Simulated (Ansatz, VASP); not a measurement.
# One calculation of Re, two programs

File INCAR:

```
  PREC = Accurate
  ENCUT = 520
  EDIFF = 1E-6
  ISMEAR = 0
  SIGMA = 0.1
  LREAL = F
  LASPH = T
  NELM = 80
  ALGO = Normal
  ISIF = 2
  LWAVE = F
  LCHARG = T
  LDIPOL = T
  IDIPOL = 3
  DIPOL = 0.5 0.5 0.500
  GGA = PE
  LELF = T
  LVHAR = T
  LVACPOTAV = T
  NBANDS = 46
```

Contents of KPOINTS:

```
regular mesh
0
Gamma
  15 15 1
```

POSCAR

```
Re
1.0
    2.7748915347      0.0000000000      0.0000000000
   -1.3874457673      2.4031265618      0.0000000000
    0.0000000000      0.0000000000     35.1785909577
Re
10
Direct
    0.3333333333      0.6666666667      0.2131978512
    0.6666666667      0.3333333333      0.2769316620
    0.3333333333      0.6666666667      0.3406654729
    0.6666666667      0.3333333333      0.4043992837
    0.3333333333      0.6666666667      0.4681330946
    0.6666666667      0.3333333333      0.5318669054
    0.3333333333      0.6666666667      0.5956007163
    0.6666666667      0.3333333333      0.6593345271
    0.3333333333      0.6666666667      0.7230683380
    0.6666666667      0.3333333333      0.7868021488
```

Input for Ansatz:

```yaml
crystal:
  lattice:
    - [2.7748915347, 0.0, 0.0]
    - [-1.3874457673, 2.4031265618, 0.0]
    - [0.0, 0.0, 35.1785909577]
  atoms:
    - { symbol: Re, position: [0.3333333333, 0.6666666667, 0.2131978512] }
    - { symbol: Re, position: [0.6666666667, 0.3333333333, 0.276931662] }
    - { symbol: Re, position: [0.3333333333, 0.6666666667, 0.3406654729] }
    - { symbol: Re, position: [0.6666666667, 0.3333333333, 0.4043992837] }
    - { symbol: Re, position: [0.3333333333, 0.6666666667, 0.4681330946] }
    - { symbol: Re, position: [0.6666666667, 0.3333333333, 0.5318669054] }
    - { symbol: Re, position: [0.3333333333, 0.6666666667, 0.5956007163] }
    - { symbol: Re, position: [0.6666666667, 0.3333333333, 0.6593345271] }
    - { symbol: Re, position: [0.3333333333, 0.6666666667, 0.723068338] }
    - { symbol: Re, position: [0.6666666667, 0.3333333333, 0.7868021488] }
basis:
  ecutwfc: 420
kpoints:
  mp_grid: { grid: [15, 15, 1] }
hamiltonian:
  xc: pbe
scf:
  occupations: { method: gaussian, width: 0.1 }
output:
  forces: true
  stress: true
  eigenvalues: true
  write_density: true
  write_potential: true
  elf: true
  volumetric_format: npy
efield:
  axis: 3
  dipole_correction: true
  ramp_width: 0.04
```

Alike in both runs: task single point; functional PBE; k mesh 15 × 15 × 1; occupations gaussian, width 0.1 eV; no spin polarisation.

|  | VASP | Ansatz |
| --- | --- | --- |
| version | VASP 6.6.1 | Ansatz 0.2.0 |
| potentials or method | VASP PAW PBE potentials, release 64 (Re), cutoff 520 eV | scalar-relativistic, plane waves, PAW |
| valence electrons in the cell | 70 | 150 |

```tsv
	VASP	Ansatz	Ansatz less VASP
gap on the k mesh at the Fermi level (eV)	none	none	-
rms of the force components (eV/Å)	0.452	0.437	-0.0148
work function, face that differs most (eV)	5.05	5.04	-0.004
```

Atom by atom the forces differ by 0.015 eV/Å (rms over components). A gap of «none» marks a metal or a gap that the smearing closes. The functional is the same, so the differences come from potentials, cutoffs and numerics. VASP's potentials hold 70 valence electrons a cell and Ansatz's 150, so a difference there can come from the potentials and not from the codes. Ansatz's warnings: xc potential rough in thin density.

Spin-orbit coupling is off throughout.
